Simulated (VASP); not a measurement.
# Zr in VASP: notebook

The runs below take Zr through single point, relaxation of cell and atoms, with PBE.

All numbers are computed with VASP 6.6.1; they aren't measurements. Logs are shortened: lines on timing, memory, paths and dates and some standing lists are left out, and cuts for length are marked.

## 1. The cell of the first run

The typed cell holds 4 atoms: a = 4.526 Å, b = 4.526 Å, c = 4.526 Å, α = 90.00°, β = 90.00°, γ = 90.00°.

This isn't the form of Zr at room conditions, which is hcp.

## 2. Single point, PBE

Contents of INCAR:

```
  PREC = Accurate
  ENCUT = 520
  EDIFF = 1E-7
  ISMEAR = 0
  SIGMA = 0.1
  LREAL = F
  LASPH = T
  NELM = 60
  ALGO = Fast
  ISIF = 2
  LWAVE = F
  LCHARG = F
  GGA = PE
  NBANDS = 32
```

Contents of KPOINTS:

```
regular mesh
0
Gamma
  4 4 4
```

Contents of POSCAR:

```
Zr
1.0
    4.5256634403      0.0000000000      0.0000000000
    0.0000000000      4.5256634403      0.0000000000
    0.0000000000      0.0000000000      4.5256634403
Zr
4
Direct
    0.0000162601      0.0000162601      0.0000162601
    0.4999837399      0.9999837399      0.5000162601
    0.5000162601      0.4999837399      0.9999837399
    0.9999837399      0.5000162601      0.4999837399
```

Potentials or basis: VASP PAW PBE potentials, release 64 (Zr_sv).

Launch:

```sh
$ cat potpaw_PBE.64/Zr_sv/POTCAR > POTCAR
$ mpirun -np 1 vasp_std > vasp.out
```

OUTCAR:

```text
PREC = Accurate
   ENCUT = 520
   EDIFF = 1E-7
   ISMEAR = 0
   LREAL = F
   LASPH = T
   NELM = 60
   ISIF = 2
   GGA = PE

 ion  position               nearest neighbor table
   1  0.000  0.000  0.000-   2 3.20   3 3.20   4 3.20   2 3.20   4 3.20   3 3.20   4 3.20   4 3.20
                             2 3.20   3 3.20   2 3.20   3 3.20
   2  0.500  1.000  0.500-   1 3.20   3 3.20   4 3.20   1 3.20   3 3.20   4 3.20   1 3.20   3 3.20
                             1 3.20   3 3.20   4 3.20   4 3.20
   3  0.500  0.500  1.000-   1 3.20   2 3.20   4 3.20   4 3.20   2 3.20   1 3.20   2 3.20   1 3.20
                             1 3.20   2 3.20   4 3.20   4 3.20
   4  1.000  0.500  0.500-   1 3.20   2 3.20   3 3.20   3 3.20   1 3.20   2 3.20   3 3.20   1 3.20
                             3 3.20   2 3.20   1 3.20   2 3.20

  LATTYP: Found a simple cubic cell.
 ALAT       =     4.5256634403

  Lattice vectors:

 A1 = (   4.5256634403,   0.0000000000,   0.0000000000)
 A2 = (   0.0000000000,   4.5256634403,   0.0000000000)
 A3 = (   0.0000000000,   0.0000000000,   4.5256634403)

Analysis of symmetry for initial positions (statically):
=====================================================================
 Subroutine PRICEL returns:
 Original cell was already a primitive cell.

 Routine SETGRP: Setting up the symmetry group for a
 simple cubic supercell.

 Subroutine GETGRP returns: Found 12 space group operations
 (whereof  3 operations were pure point group operations)
 out of a pool of 48 trial point group operations.

The static configuration has the point symmetry C_3 .
 The point group associated with its full space group is T   .

Analysis of symmetry for dynamics (positions and initial velocities):
=====================================================================
 Subroutine PRICEL returns:
 Original cell was already a primitive cell.

 Routine SETGRP: Setting up the symmetry group for a
 simple cubic supercell.

 Subroutine GETGRP returns: Found 12 space group operations
 (whereof  3 operations were pure point group operations)
 out of a pool of 48 trial point group operations.

The dynamic configuration has the point symmetry C_3 .
 The point group associated with its full space group is T   .

 Subroutine INISYM returns: Found 12 space group operations
 (whereof  3 operations are pure point group operations),
 and found     1 'primitive' translations

----------------------------------------------------------------------------------------

                                     Primitive cell

  volume of cell :      92.6930

  direct lattice vectors                    reciprocal lattice vectors
     4.525663440  0.000000000  0.000000000     0.220962078  0.000000000  0.000000000
     0.000000000  4.525663440  0.000000000     0.000000000  0.220962078  0.000000000
     0.000000000  0.000000000  4.525663440     0.000000000  0.000000000  0.220962078

  length of vectors
     4.525663440  4.525663440  4.525663440     0.220962078  0.220962078  0.220962078

  position of ions in fractional coordinates (direct lattice)
     0.000016260  0.000016260  0.000016260
     0.499983740  0.999983740  0.500016260
     0.500016260  0.499983740  0.999983740
     0.999983740  0.500016260  0.499983740

  ion indices of the primitive-cell ions
   primitive index   ion index
                 1           1
                 2           2
                 3           3
                 4           4

----------------------------------------------------------------------------------------

 KPOINTS: regular mesh

Automatic generation of k-mesh.
 Grid dimensions read from file:
 generate k-points for:    4    4    4

 Generating k-lattice:

  Cartesian coordinates                     Fractional coordinates (reciprocal lattice)
     0.055240520  0.000000000  0.000000000     0.250000000  0.000000000  0.000000000
     0.000000000  0.055240520  0.000000000     0.000000000  0.250000000  0.000000000
     0.000000000  0.000000000  0.055240520     0.000000000  0.000000000  0.250000000

  Length of vectors
     0.055240520  0.055240520  0.055240520

  Shift w.r.t. Gamma in fractional coordinates (k-lattice)
     0.000000000  0.000000000  0.000000000

 Subroutine IBZKPT returns following result:
 ===========================================

 Found     11 irreducible k-points:

 Following reciprocal coordinates:
            Coordinates               Weight
  0.000000  0.000000  0.000000      1.000000
  0.250000  0.000000  0.000000      6.000000
  0.500000  0.000000  0.000000      3.000000
  0.250000  0.250000  0.000000     12.000000
  0.500000  0.250000  0.000000      6.000000
 -0.250000  0.500000  0.000000      6.000000
  0.500000  0.500000  0.000000      3.000000
  0.250000  0.250000  0.250000      8.000000
  0.500000  0.250000  0.250000     12.000000
  0.500000  0.500000  0.250000      6.000000
  0.500000  0.500000  0.500000      1.000000
   k-points           NKPTS =     11   k-points in BZ     NKDIM =     11   number of bands    NBANDS=     32
   number of dos      NEDOS =    301   number of ions     NIONS =      4
   total plane-waves  NPLWV =  46656
   dimension x,y,z NGX =    36 NGY =   36 NGZ =   36
   dimension x,y,z NGXF=    72 NGYF=   72 NGZF=   72
   ions per type =               4
   NGX,Y,Z   is equivalent  to a cutoff of  13.22, 13.22, 13.22 a.u.
   NGXF,Y,Z  is equivalent  to a cutoff of  26.45, 26.45, 26.45 a.u.
 SYSTEM =  unknown system
   PREC   = accura    normal or accurate (medium, high low for compatibility)
   ISTART =      0    job   : 0-new  1-cont  2-samecut
   ICHARG =      2    charge: 1-file 2-atom 10-const
   ISPIN  =      1    spin polarized calculation?
   LNONCOLLINEAR =      F non collinear calculations
   LSORBIT =      F    spin-orbit coupling
   LASPH  =      T    aspherical Exc in radial PAW
   ENCUT  =  520.0 eV  38.22 Ry    6.18 a.u.   8.41  8.41  8.41*2*pi/ulx,y,z
   NELM   =     60;   NELMIN=  2; NELMDL= -5     # of ELM steps
   EDIFF  = 0.1E-06   stopping-criterion for ELM
   LREAL  =      F    real-space projection
   EDIFFG = 0.1E-05   stopping-criterion for IOM
   NSW    =      0    number of steps for IOM
   IBRION =     -1    ionic relax: 0-MD 1-quasi-New 2-CG
   NFREE  =      0    steps in history (QN), initial steepest desc. (CG)
   ISIF   =      2    stress and relaxation
   ISYM   =      2    0-nonsym 1-usesym 2-fastsym
   POTIM  = 0.5000    time-step for ionic-motion
   TEBEG  =    0.0;   TEEND  =   0.0 temperature during run
   PSTRESS=    0.0 pullay stress
   NELECT =      48.0000    total number of electrons
   NUPDOWN=      -1.0000    fix difference up-down
   EMIN   =  10.00;   EMAX   =-10.00  energy-range for DOS
   EFERMI =   0.00;   METHOD = LEGACY
   ISMEAR =     0;   SIGMA  =   0.10  broadening in eV -4-tet -1-fermi 0-gaus
   EFERMI_NEDOS =   21; number of points for ismear=-14 and -15
   IALGO  =     68    algorithm
   IMIX   =      4    mixing-type and parameters
     AMIX     =   0.40;   BMIX     =  1.00
     AMIX_MAG =   1.60;   BMIX_MAG =  1.00
  volume/ion in A,a.u.               =      23.17       156.38
  Fermi-wavevector in a.u.,A,eV,Ry     =   1.314638  2.484306 23.514598  1.728274
  Thomas-Fermi vector in A             =   2.444877
   LORBIT       =      0    0 simple, 1 ext, 2 COOP (PROOUT), +10 PAW based schemes
   GGA     = PE    functional components
   LHFCALC =     F    Hartree Fock is set to
   AEXX    =    0.0000 exact exchange contribution
   IVDW    =     0    specifies the selected vdW correction
   LEPSILON=     F    determine dielectric tensor
   LRPA    =     F    only Hartree local field effects (RPA)
 non-spin polarized calculation
 RMM-DIIS sequential band-by-band and
 Gauss-broadening in eV      SIGMA  =   0.10
  energy-cutoff  :      520.00
  volume of cell :       92.69
 maximum number of plane-waves:      2517
 NGX is ok and might be reduce to    36

 number of electron      48.0000000 magnetization

 Free energy of the ion-electron system (eV)
  ---------------------------------------------------
  ext. energy  EPLUGINS =         0.00000000
  ---------------------------------------------------
  free energy    TOTEN  =       -34.04194105 eV

  energy without entropy =      -34.01136264  energy(sigma->0) =      -34.02665185

 E-fermi :   8.9727     XC(G=0): -11.1022

 val. band max:        8.9545648844   @ k =   0.2500   0.2500   0.2500
 cond. band min:       9.0098413328   @ k =   0.2500   0.2500   0.0000
 fundamental gap:      0.0552764485
 Fermi energy:         8.9726815229

 k-point     1 :       0.0000    0.0000    0.0000
  band No.  band energies     occupation
      1     -39.7517      2.00000
      2     -39.5619      2.00000
      3     -39.5619      2.00000
      4     -39.5619      2.00000
      5     -18.1708      2.00000
      6     -18.1708      2.00000
[... 24 lines left out ...]
     31      12.3497      0.00000
     32      14.1448      0.00000

 k-point     2 :       0.2500    0.0000    0.0000
  band No.  band energies     occupation
      1     -39.7241      2.00000
      2     -39.5899      2.00000
      3     -39.5617      2.00000
      4     -39.5617      2.00000
      5     -18.0917      2.00000
      6     -18.0917      2.00000
[... 24 lines left out ...]
     31      12.5813      0.00000
     32      12.7745      0.00000

 k-point     3 :       0.5000    0.0000    0.0000
  band No.  band energies     occupation
      1     -39.6573      2.00000
      2     -39.6573      2.00000
      3     -39.5614      2.00000
      4     -39.5614      2.00000
      5     -17.8962      2.00000
      6     -17.8962      2.00000
[... 24 lines left out ...]
     31      11.4909      0.00000
     32      11.4909      0.00000

 k-point     4 :       0.2500    0.2500    0.0000
  band No.  band energies     occupation
      1     -39.7005      2.00000
      2     -39.5856      2.00000
      3     -39.5856      2.00000
      4     -39.5656      2.00000
      5     -18.0319      2.00000
      6     -18.0318      2.00000
[... 24 lines left out ...]
     31      12.2938      0.00000
     32      12.4902      0.00000

 k-point     5 :       0.5000    0.2500    0.0000
  band No.  band energies     occupation
      1     -39.6431      2.00000
      2     -39.6431      2.00000
      3     -39.5754      2.00000
      4     -39.5754      2.00000
      5     -17.9609      2.00000
      6     -17.9609      2.00000
[... 24 lines left out ...]
     31      11.5001      0.00000
     32      11.5432      0.00000

 k-point     6 :      -0.2500    0.5000    0.0000
  band No.  band energies     occupation
      1     -39.6431      2.00000
      2     -39.6431      2.00000
      3     -39.5754      2.00000
      4     -39.5754      2.00000
      5     -17.9609      2.00000
      6     -17.9609      2.00000
[... 24 lines left out ...]
     31      11.4992      0.00000
     32      11.5194      0.00000

 k-point     7 :       0.5000    0.5000    0.0000
  band No.  band energies     occupation
      1     -39.6091      2.00000
      2     -39.6091      2.00000
      3     -39.6091      2.00000
      4     -39.6091      2.00000
      5     -17.9648      2.00000
      6     -17.9648      2.00000
[... 24 lines left out ...]
     31      10.9832      0.00000
     32      10.9832      0.00000

 k-point     8 :       0.2500    0.2500    0.2500
  band No.  band energies     occupation
      1     -39.6807      2.00000
      2     -39.5853      2.00000
      3     -39.5853      2.00000
      4     -39.5853      2.00000
      5     -18.0683      2.00000
      6     -18.0682      2.00000
[... 24 lines left out ...]
     31      11.3929      0.00000
     32      11.3929      0.00000

 k-point     9 :       0.5000    0.2500    0.2500
  band No.  band energies     occupation
      1     -39.6330      2.00000
      2     -39.6330      2.00000
      3     -39.5851      2.00000
      4     -39.5851      2.00000
      5     -18.1023      2.00000
      6     -18.1023      2.00000
[... 24 lines left out ...]
     31      10.8413      0.00000
     32      10.8413      0.00000

 k-point    10 :       0.5000    0.5000    0.2500
  band No.  band energies     occupation
      1     -39.6088      2.00000
      2     -39.6088      2.00000
      3     -39.6088      2.00000
      4     -39.6088      2.00000
      5     -18.1322      2.00000
      6     -18.1322      2.00000
[... 24 lines left out ...]
     31      10.1666      0.00000
     32      10.1666      0.00000

 k-point    11 :       0.5000    0.5000    0.5000
  band No.  band energies     occupation
      1     -39.6085      2.00000
      2     -39.6085      2.00000
      3     -39.6085      2.00000
      4     -39.6085      2.00000
      5     -18.2360      2.00000
      6     -18.2360      2.00000
[... 24 lines left out ...]
     31      10.0540      0.00000
     32      10.0540      0.00000

------------------------ aborting loop because EDIFF is reached ----------------------------------------

  FORCE on cell =-STRESS in cart. coord.  units (eV):
  Direction    XX          YY          ZZ          XY          YZ          ZX
  --------------------------------------------------------------------------------------
  -------------------------------------------------------------------------------------
  Total       -0.0080742     -0.0080742     -0.0080742     -0.0000000      0.0000000      0.0000000
  in kB       -0.1395604     -0.1395604     -0.1395604     -0.0000000      0.0000000      0.0000000
  external PRESSURE =      -0.1395604 kB  Pullay stress =       0.0000000 kB

 VOLUME and BASIS-vectors are now :
 -----------------------------------------------------------------------------
  energy-cutoff  :      520.00
  volume of cell :       92.69
      direct lattice vectors                 reciprocal lattice vectors
     4.525663440  0.000000000  0.000000000     0.220962078  0.000000000  0.000000000
     0.000000000  4.525663440  0.000000000     0.000000000  0.220962078  0.000000000
     0.000000000  0.000000000  4.525663440     0.000000000  0.000000000  0.220962078

 POSITION                                       TOTAL-FORCE (eV/Angst)
 -----------------------------------------------------------------------------------
      0.00007      0.00007      0.00007        -0.000457     -0.000457     -0.000457
      2.26276      4.52559      2.26291         0.000457      0.000457     -0.000457
      2.26291      2.26276      4.52559        -0.000457      0.000457      0.000457
      4.52559      2.26291      2.26276         0.000457     -0.000457      0.000457
 -----------------------------------------------------------------------------------
    total drift:                                0.000000      0.000000     -0.000000

  FREE ENERGIE OF THE ION-ELECTRON SYSTEM (eV)
  ---------------------------------------------------
  free  energy   TOTEN  =       -34.0419410459 eV

  energy  without entropy=      -34.0113626444  energy(sigma->0) =      -34.02665185
```

Run time: 73 s. Hardware: 1 thread of Intel Xeon Platinum 8488C (Sapphire Rapids), shared host; peak memory 0.2 GiB.

Results:

```yaml
Free_energy: -34.0419 eV
Pressure: 0.0 GPa
Band_gap_on_the_k_mesh: zero (bands 24 and 25 overlap by 1.37 eV)
```

Levels at points of the mesh, in eV from the Fermi level:
| k point | band 20 | band 21 | band 22 | band 23 | band 24 | band 25 | band 26 | band 27 | band 28 | band 29 |
| --- | --- | --- | --- | --- | --- | --- | --- | --- | --- | --- |
| (0.00, 0.00, 0.00) | -3.03 | -2.22 | -2.22 | -2.22 | 0.95 | 0.95 | 0.95 | 2.99 | 2.99 | 2.99 |
| (0.50, 0.00, 0.00) | -1.77 | -0.95 | -0.95 | -0.42 | -0.42 | -0.42 | -0.42 | 1.21 | 1.21 | 2.39 |
| (0.50, 0.50, 0.00) | -1.93 | -0.44 | -0.44 | -0.44 | -0.44 | -0.23 | -0.23 | -0.23 | -0.23 | 2.01 |
| (0.50, 0.50, 0.50) | -2.98 | 0.77 | 0.77 | 0.77 | 0.77 | 0.77 | 0.77 | 0.77 | 0.77 | 1.08 |

## 3. Single point, PBE

This run uses another cell than the first one: it holds 1 atom, not 4.

Contents of INCAR:

```
ALGO = Fast
EDIFF = 1E-6
ENCUT = 520
GGA = PE
ISIF = 2
ISMEAR = 0
LASPH = True
LCHARG = False
LREAL = False
LWAVE = False
NBANDS = 12
NELM = 100
PREC = Accurate
SIGMA = 0.1
```

Contents of KPOINTS:

```
k-points
0
Gamma
  22 22 22
```

Contents of POSCAR:

```
Zr
1.0
    0.0000000000      2.2634080873      2.2634080873
    2.2634080873      0.0000000000      2.2634080873
    2.2634080873      2.2634080873      0.0000000000
Zr
1
Direct
    0.0000000000      0.0000000000      0.0000000000
```

Potentials or basis: VASP PAW PBE potentials, release 64 (Zr_sv).

Launch:

```sh
$ cat potpaw_PBE.64/Zr_sv/POTCAR > POTCAR
$ mpirun -np 1 vasp_std > vasp.out
```

It took 49 s on 1 thread of Intel Xeon Platinum 8488C (Sapphire Rapids), shared host; peak memory 0.2 GiB.

It converged, with:

* Free energy: -8.4851 eV
* Pressure: 0.0 GPa
* Band gap on the k mesh: zero (bands 6 and 7 overlap by 1.55 eV)

Levels at points of the mesh, in eV from the Fermi level:
| k point | band 4 | band 5 | band 6 | band 7 | band 8 | band 9 |
| --- | --- | --- | --- | --- | --- | --- |
| (0.00, 0.00, 0.00) | -26.21 | -5.56 | 0.98 | 0.98 | 0.98 | 3.40 |
| (0.50, 0.00, 0.00) | -26.34 | -2.95 | 0.80 | 0.80 | 1.11 | 5.19 |
| (0.50, 0.50, 0.00) | -26.55 | -2.99 | -2.19 | 3.01 | 5.20 | 5.70 |

## 4. Relaxation of cell and atoms, PBE

This run uses another cell than the first one: it holds 1 atom, not 4.

Contents of INCAR:

```
PREC     = Accurate       # precision mode
ENCUT    = 600            # plane-wave cutoff, eV
EDIFF    = 1E-6           # SCF threshold, eV
ISMEAR   = 0              # smearing method
SIGMA    = 0.1            # smearing width, eV
LREAL    = F              # projectors in reciprocal space
LASPH    = T              # aspherical terms in the spheres
NELM     = 80             # most SCF steps
ALGO     = Normal         # electronic algorithm
ISIF     = 3              # what is computed and relaxed
LWAVE    = F              # write WAVECAR
LCHARG   = F              # write CHGCAR
GGA      = PE             # functional
IBRION   = 2              # ionic algorithm
NSW      = 100            # ionic steps
EDIFFG   = -0.01          # ionic threshold
```

Contents of KPOINTS:

```
regular mesh
0
Gamma
  22 22 22
```

Contents of POSCAR:

```
Zr
1.0
    0.0000000000      2.2628317202      2.2628317202
    2.2628317202      0.0000000000      2.2628317202
    2.2628317202      2.2628317202      0.0000000000
Zr
1
Direct
    0.0000000000      0.0000000000      0.0000000000
```

Launch:

```sh
$ cat potpaw_PBE.64/Zr_sv/POTCAR > POTCAR
$ mpirun -np 1 vasp_std > vasp.out
```

Wall time 2.6 min (1 thread of Intel Xeon Platinum 8488C (Sapphire Rapids), shared host); peak memory 0.23 GiB.

It converged, with:

```yaml
Free_energy: -8.4852 eV
Relaxed_volume: 23.20 Å³/atom
Relaxed_cell: a = 3.201 Å, b = 3.201 Å, c = 3.201 Å, α = 60.00°, β = 60.00°, γ = 60.00°
Space_group_after_relaxing_to_0.1_Å: Fm-3m (No. 225)
Energy_gained_by_relaxing: 0.0 meV/atom
Ionic_steps: 3
Pressure_after_relaxing: 0.0 GPa
Band_gap_on_the_k_mesh: zero (bands 6 and 7 overlap by 1.55 eV)
```

Final structure:
```yaml
crystal:
  lattice:
    - [0.00000, 2.26371, 2.26371]
    - [2.26371, 0.00000, 2.26371]
    - [2.26371, 2.26371, 0.00000]
  atoms:
    - { symbol: Zr, position: [0.00000, 0.00000, 0.00000] }
```

Levels at points of the mesh, in eV from the Fermi level:
| k point | band 3 | band 4 | band 5 | band 6 | band 7 | band 8 | band 9 | band 10 |
| --- | --- | --- | --- | --- | --- | --- | --- | --- |
| (0.00, 0.00, 0.00) | -26.21 | -26.21 | -5.56 | 0.98 | 0.98 | 0.98 | 3.40 | 3.40 |
| (0.50, 0.00, 0.00) | -26.34 | -26.34 | -2.95 | 0.80 | 0.80 | 1.11 | 5.19 | 5.19 |
| (0.50, 0.50, 0.00) | -26.55 | -26.55 | -2.99 | -2.19 | 3.01 | 5.20 | 5.70 | 5.70 |

## 5. Summary

```csv
task,cell,k mesh,cutoff (eV),gap on the mesh (eV),pressure (GPa)
single point,"a = 4.526 Å, 4 atoms, atomic positions A",4 × 4 × 4,520,none,0.0
single point,"a = 3.201 Å, angles 60.0°, 1 atom, atomic positions B",22 × 22 × 22,520,none,0.0
relaxation of cell and atoms,"relaxed from a = 3.200 Å, angles 60.0°, 1 atom, atomic positions B",22 × 22 × 22,600,none,0.0
```

Alike in all rows: level PBE; potentials or basis VASP PAW PBE potentials, release 64 (Zr_sv); no spin polarisation; smearing gaussian 0.1 eV.

Total energies depend on the potentials used, so only differences within one code and one set of settings carry meaning.

The gap in the log of VASP goes by the Fermi energy; the results here count the filled bands.